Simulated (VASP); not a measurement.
# NaH (P6_3/mmc) in VASP: notebook

NaH is run at these levels: r2SCAN, PBE, LDA; tasks: single point.

Everything below comes from runs of VASP 6.6.1. Logs are shortened: lines on timing, memory, paths and dates and some standing lists are left out, and cuts for length are marked.

## (1) The cell of the first run

The structure is hexagonal, space group P6_3/mmc (No. 194). Conventional cell: a = 3.953 Å, b = 3.953 Å, c = 4.828 Å, α = 90.00°, β = 90.00°, γ = 120.00°. Within 3.0 Å of Na (site symmetry -6m2) lie 5 H at 2.28 to 2.41 Å. Within 3.0 Å of H (site symmetry -6m2) lie 5 Na at 2.28 to 2.41 Å.

## (2) Single point, r2SCAN

File POSCAR:

```
NaH
1.0
    3.9532815515      0.0000000000      0.0000000000
   -1.9766407757      3.4236422520      0.0000000000
    0.0000000000      0.0000000000      4.8282923105
Na H
2 2
Direct
    0.3333333333      0.6666666667     -0.0624996804
    0.6666666667      0.3333333333      0.4375003196
    0.3333333333      0.6666666667      0.4374996804
    0.6666666667      0.3333333333      0.9374996804
```

File INCAR.step1:

```
PREC     = Accurate       # precision mode
ENCUT    = 520            # plane-wave cutoff, eV
ISMEAR   = -1             # smearing method
SIGMA    = 0.02           # smearing width, eV
LREAL    = F              # projectors in reciprocal space
LASPH    = T              # aspherical terms in the spheres
NELM     = 80             # most SCF steps
NBANDS   = 16             # bands
GGA      = PE             # functional
ALGO     = Normal         # electronic algorithm
EDIFF    = 1E-4           # SCF threshold, eV
LWAVE    = T              # write WAVECAR
LCHARG   = F              # write CHGCAR
```

File INCAR.step2:

```
PREC     = Accurate       # precision mode
ENCUT    = 520            # plane-wave cutoff, eV
EDIFF    = 1E-7           # SCF threshold, eV
ISMEAR   = -1             # smearing method
SIGMA    = 0.02           # smearing width, eV
LREAL    = F              # projectors in reciprocal space
LASPH    = T              # aspherical terms in the spheres
NELM     = 80             # most SCF steps
ALGO     = Normal         # electronic algorithm
ISIF     = 2              # what is computed and relaxed
LWAVE    = F              # write WAVECAR
LCHARG   = T              # write CHGCAR
METAGGA  = R2SCAN         # meta-GGA
LMIXTAU  = T            
LELF     = T              # ELF
LVHAR    = T            
NBANDS   = 16             # bands
ISTART   = 1
```

File KPOINTS:

```
regular mesh
0
Gamma
  6 6 6
```

Potentials or basis: VASP PAW PBE potentials, release 64 (Na_pv, H).

On the command line:

```sh
> cat potpaw_PBE.64/Na_pv/POTCAR potpaw_PBE.64/H/POTCAR > POTCAR
> cp INCAR.step1 INCAR
> mpirun -np 1 vasp_std > vasp.out
> cp INCAR.step2 INCAR
> mpirun -np 1 vasp_std > vasp.out
```

OUTCAR:

```text
PREC = Accurate
   ENCUT = 520
   EDIFF = 1E-7
   ISMEAR = -1
   LREAL = F
   LASPH = T
   NELM = 80
   ISIF = 2
   METAGGA = R2SCAN
   ISTART = 1

 ion  position               nearest neighbor table
   1  0.333  0.667  0.938-
   2  0.667  0.333  0.438-
   3  0.333  0.667  0.437-
   4  0.667  0.333  0.937-

  LATTYP: Found a hexagonal cell.
 ALAT       =     3.9532815515
 C/A-ratio  =     1.2213378298

  Lattice vectors:

 A1 = (   3.9532815515,   0.0000000000,   0.0000000000)
 A2 = (  -1.9766407757,   3.4236422520,   0.0000000000)
 A3 = (   0.0000000000,   0.0000000000,   4.8282923105)

Analysis of symmetry for initial positions (statically):
=====================================================================
 Subroutine PRICEL returns:
 Original cell was already a primitive cell.

 Routine SETGRP: Setting up the symmetry group for a
 hexagonal supercell.

 Subroutine GETGRP returns: Found 24 space group operations
 (whereof  6 operations were pure point group operations)
 out of a pool of 24 trial point group operations.

The static configuration has the point symmetry C_3v.
 The point group associated with its full space group is D_6h.

Analysis of symmetry for dynamics (positions and initial velocities):
=====================================================================
 Subroutine PRICEL returns:
 Original cell was already a primitive cell.

 Routine SETGRP: Setting up the symmetry group for a
 hexagonal supercell.

 Subroutine GETGRP returns: Found 24 space group operations
 (whereof  6 operations were pure point group operations)
 out of a pool of 24 trial point group operations.

The dynamic configuration has the point symmetry C_3v.
 The point group associated with its full space group is D_6h.

 Subroutine INISYM returns: Found 24 space group operations
 (whereof  6 operations are pure point group operations),
 and found     1 'primitive' translations

----------------------------------------------------------------------------------------

                                     Primitive cell

  volume of cell :      65.3491

  direct lattice vectors                    reciprocal lattice vectors
     3.953281551  0.000000000  0.000000000     0.252954409  0.146043296  0.000000000
    -1.976640776  3.423642252  0.000000000     0.000000000  0.292086593  0.000000000
     0.000000000  0.000000000  4.828292311     0.000000000  0.000000000  0.207112564

  length of vectors
     3.953281551  3.953281552  4.828292311     0.292086593  0.292086593  0.207112564

  position of ions in fractional coordinates (direct lattice)
     0.333333333  0.666666667  0.937500320
     0.666666667  0.333333333  0.437500320
     0.333333333  0.666666667  0.437499680
     0.666666667  0.333333333  0.937499680

  ion indices of the primitive-cell ions
   primitive index   ion index
                 1           1
                 2           2
                 3           3
                 4           4

----------------------------------------------------------------------------------------

 KPOINTS: regular mesh

Automatic generation of k-mesh.
 Grid dimensions read from file:
 generate k-points for:    6    6    6

 Generating k-lattice:

  Cartesian coordinates                     Fractional coordinates (reciprocal lattice)
     0.042159068  0.024340549  0.000000000     0.166666667  0.000000000  0.000000000
     0.000000000  0.048681099  0.000000000     0.000000000  0.166666667  0.000000000
     0.000000000  0.000000000  0.034518761     0.000000000  0.000000000  0.166666667

  Length of vectors
     0.048681099  0.048681099  0.034518761

  Shift w.r.t. Gamma in fractional coordinates (k-lattice)
     0.000000000  0.000000000  0.000000000

 Subroutine IBZKPT returns following result:
 ===========================================

 Found     28 irreducible k-points:

 Following reciprocal coordinates:
            Coordinates               Weight
  0.000000  0.000000  0.000000      1.000000
  0.166667  0.000000  0.000000      6.000000
  0.333333  0.000000  0.000000      6.000000
  0.500000  0.000000  0.000000      3.000000
  0.166667  0.166667  0.000000      6.000000
  0.333333  0.166667  0.000000     12.000000
[... 16 lines left out ...]
  0.166667  0.000000  0.500000      6.000000
  0.333333  0.000000  0.500000      6.000000
 [... further k-points ...]
   k-points           NKPTS =     28   k-points in BZ     NKDIM =     28   number of bands    NBANDS=     16
   number of dos      NEDOS =    301   number of ions     NIONS =      4
   total plane-waves  NPLWV =  32400
   dimension x,y,z NGX =    30 NGY =   30 NGZ =   36
   dimension x,y,z NGXF=    60 NGYF=   60 NGZF=   72
   ions per type =               2   2
   NGX,Y,Z   is equivalent  to a cutoff of  12.62, 12.62, 12.40 a.u.
   NGXF,Y,Z  is equivalent  to a cutoff of  25.23, 25.23, 24.79 a.u.
 SYSTEM =  unknown system
   PREC   = accura    normal or accurate (medium, high low for compatibility)
   ISTART =      1    job   : 0-new  1-cont  2-samecut
   ICHARG =      0    charge: 1-file 2-atom 10-const
   ISPIN  =      1    spin polarized calculation?
   LNONCOLLINEAR =      F non collinear calculations
   LSORBIT =      F    spin-orbit coupling
   LASPH  =      T    aspherical Exc in radial PAW
   ENCUT  =  520.0 eV  38.22 Ry    6.18 a.u.   7.35  7.35  8.98*2*pi/ulx,y,z
   NELM   =     80;   NELMIN=  2; NELMDL=  0     # of ELM steps
   EDIFF  = 0.1E-06   stopping-criterion for ELM
   LREAL  =      F    real-space projection
   EDIFFG = 0.1E-05   stopping-criterion for IOM
   NSW    =      0    number of steps for IOM
   IBRION =     -1    ionic relax: 0-MD 1-quasi-New 2-CG
   NFREE  =      0    steps in history (QN), initial steepest desc. (CG)
   ISIF   =      2    stress and relaxation
   ISYM   =      2    0-nonsym 1-usesym 2-fastsym
   POTIM  = 0.5000    time-step for ionic-motion
   TEBEG  =    0.0;   TEEND  =   0.0 temperature during run
   PSTRESS=    0.0 pullay stress
   NELECT =      16.0000    total number of electrons
   NUPDOWN=      -1.0000    fix difference up-down
   EMIN   =  10.00;   EMAX   =-10.00  energy-range for DOS
   EFERMI =   0.00;   METHOD = LEGACY
   ISMEAR =    -1;   SIGMA  =   0.02  broadening in eV -4-tet -1-fermi 0-gaus
   EFERMI_NEDOS =   21; number of points for ismear=-14 and -15
   IALGO  =     38    algorithm
   IMIX   =      4    mixing-type and parameters
     AMIX     =   0.40;   BMIX     =  1.00
     AMIX_MAG =   1.60;   BMIX_MAG =  1.00
  volume/ion in A,a.u.               =      16.34       110.25
  Fermi-wavevector in a.u.,A,eV,Ry     =   1.024161  1.935384 14.271231  1.048906
  Thomas-Fermi vector in A             =   2.157933
   LORBIT       =      0    0 simple, 1 ext, 2 COOP (PROOUT), +10 PAW based schemes
   METAGGA = R2SCAN    functional components
   LHFCALC =     F    Hartree Fock is set to
   AEXX    =    0.0000 exact exchange contribution
   IVDW    =     0    specifies the selected vdW correction
   LEPSILON=     F    determine dielectric tensor
   LRPA    =     F    only Hartree local field effects (RPA)
 non-spin polarized calculation
  energy-cutoff  :      520.00
  volume of cell :       65.35
 maximum number of plane-waves:      1794
 NGX is ok and might be reduce to    30
   NGX = 15   NGY = 15   NGZ = 17

 number of electron      16.0000024 magnetization

 Free energy of the ion-electron system (eV)
  ---------------------------------------------------
  ext. energy  EPLUGINS =         0.00000000
  ---------------------------------------------------
  free energy    TOTEN  =       -15.05421192 eV

  energy without entropy =      -15.05421192  energy(sigma->0) =      -15.05421192

 E-fermi :  -1.2506     XC(G=0):  -7.4679

 val. band max:       -1.7545916206   @ k =   0.1667   0.0000   0.0000
 cond. band min:       1.9246095265   @ k =   0.3333   0.3333   0.0000
 fundamental gap:      3.6792011471
 Fermi energy:        -1.2506208778

 k-point     1 :       0.0000    0.0000    0.0000
  band No.  band energies     occupation
      1     -24.8390      2.00000
      2     -24.8027      2.00000
      3     -24.8024      2.00000
      4     -24.7761      2.00000
      5     -24.7758      2.00000
      6     -24.7576      2.00000
[... 8 lines left out ...]
     15       9.8573      0.00000
     16      14.5331      0.00000

 k-point     2 :       0.1667    0.0000    0.0000
  band No.  band energies     occupation
      1     -24.8337      2.00000
      2     -24.8063      2.00000
      3     -24.8053      2.00000
      4     -24.7814      2.00000
      5     -24.7754      2.00000
      6     -24.7619      2.00000
[... 8 lines left out ...]
     15      11.7269      0.00000
     16      12.5559      0.00000

 k-point     3 :       0.3333    0.0000    0.0000
  band No.  band energies     occupation
      1     -24.8203      2.00000
      2     -24.8142      2.00000
      3     -24.8101      2.00000
      4     -24.7920      2.00000
      5     -24.7747      2.00000
      6     -24.7735      2.00000
[... 8 lines left out ...]
     15      11.2973      0.00000
     16      12.3666      0.00000

 k-point     4 :       0.5000    0.0000    0.0000
  band No.  band energies     occupation
      1     -24.8183      2.00000
      2     -24.8124      2.00000
      3     -24.8099      2.00000
      4     -24.7971      2.00000
      5     -24.7830      2.00000
      6     -24.7745      2.00000
[... 8 lines left out ...]
     15      10.9495      0.00000
     16      12.0155      0.00000

 k-point     5 :       0.1667    0.1667    0.0000
  band No.  band energies     occupation
      1     -24.8242      2.00000
      2     -24.8118      2.00000
      3     -24.8093      2.00000
      4     -24.7886      2.00000
      5     -24.7757      2.00000
      6     -24.7700      2.00000
[... 8 lines left out ...]
     15      10.8482      0.00000
     16      12.4349      0.00000

 k-point     6 :       0.3333    0.1667    0.0000
  band No.  band energies     occupation
      1     -24.8193      2.00000
      2     -24.8099      2.00000
      3     -24.8099      2.00000
      4     -24.7969      2.00000
      5     -24.7829      2.00000
      6     -24.7762      2.00000
[... 8 lines left out ...]
     15       9.9002      0.00000
     16      11.6850      0.00000
[... 267 lines left out ...]
 k-point    21 :       0.3333    0.3333    0.3333
  band No.  band energies     occupation
      1     -24.8321      2.00000
      2     -24.8321      2.00000
      3     -24.8113      2.00000
      4     -24.7889      2.00000
      5     -24.7693      2.00000
      6     -24.7693      2.00000
[... 8 lines left out ...]
     15      12.9577      0.00000
     16      14.2205      0.00000

 k-point    22 :       0.0000    0.0000    0.5000
  band No.  band energies     occupation
      1     -24.8007      2.00000
      2     -24.8007      2.00000
      3     -24.7893      2.00000
      4     -24.7893      2.00000
      5     -24.7891      2.00000
      6     -24.7891      2.00000
[... 8 lines left out ...]
     15      11.3715      0.00000
     16      11.3715      0.00000

 k-point    23 :       0.1667    0.0000    0.5000
  band No.  band energies     occupation
      1     -24.8145      2.00000
      2     -24.8145      2.00000
      3     -24.7903      2.00000
      4     -24.7903      2.00000
      5     -24.7794      2.00000
      6     -24.7794      2.00000
[... 8 lines left out ...]
     15      11.4134      0.00000
     16      11.4134      0.00000

 k-point    24 :       0.3333    0.0000    0.5000
  band No.  band energies     occupation
      1     -24.8308      2.00000
      2     -24.8308      2.00000
      3     -24.7924      2.00000
      4     -24.7924      2.00000
      5     -24.7712      2.00000
      6     -24.7712      2.00000
[... 8 lines left out ...]
     15      12.4200      0.00000
     16      12.4200      0.00000

 [... further k-points ...]

------------------------ aborting loop because EDIFF is reached ----------------------------------------

  FORCE on cell =-STRESS in cart. coord.  units (eV):
  Direction    XX          YY          ZZ          XY          YZ          ZX
  --------------------------------------------------------------------------------------
  -------------------------------------------------------------------------------------
  Total       -0.0266484     -0.0266484     -0.0092148     -0.0000000      0.0000000      0.0000000
  in kB       -0.6533453     -0.6533453     -0.2259218     -0.0000000      0.0000000      0.0000000
  external PRESSURE =      -0.5108708 kB  Pullay stress =       0.0000000 kB

 VOLUME and BASIS-vectors are now :
 -----------------------------------------------------------------------------
  energy-cutoff  :      520.00
  volume of cell :       65.35
      direct lattice vectors                 reciprocal lattice vectors
     3.953281551  0.000000000  0.000000000     0.252954409  0.146043296  0.000000000
    -1.976640776  3.423642252  0.000000000     0.000000000  0.292086593  0.000000000
     0.000000000  0.000000000  4.828292311     0.000000000  0.000000000  0.207112564

 POSITION                                       TOTAL-FORCE (eV/Angst)
 -----------------------------------------------------------------------------------
     -0.00000      2.28243      4.52653        -0.000000      0.000000      0.000000
      1.97664      1.14121      2.11238         0.000000     -0.000000      0.000000
     -0.00000      2.28243      2.11238        -0.000000      0.000000     -0.000000
      1.97664      1.14121      4.52652        -0.000000      0.000000      0.000000
 -----------------------------------------------------------------------------------
    total drift:                               -0.000000      0.000000      0.000248

  FREE ENERGIE OF THE ION-ELECTRON SYSTEM (eV)
  ---------------------------------------------------
  free  energy   TOTEN  =       -15.0542119178 eV

  energy  without entropy=      -15.0542119178  energy(sigma->0) =      -15.05421192
```

Wall time 87 s (1 thread of Intel Xeon Platinum 8488C (Sapphire Rapids), shared host); peak memory 0.18 GiB.

What came out:

```yaml
Free_energy: -15.0542 eV
Pressure: -0.1 GPa
Band_gap_on_the_k_mesh: 3.68 eV, indirect (least direct gap 4.57 eV)
```

Caveat: the PAW data sets were made with another functional, which shifts forces and pressure a little.

(Part 1 of 2 ends here.)
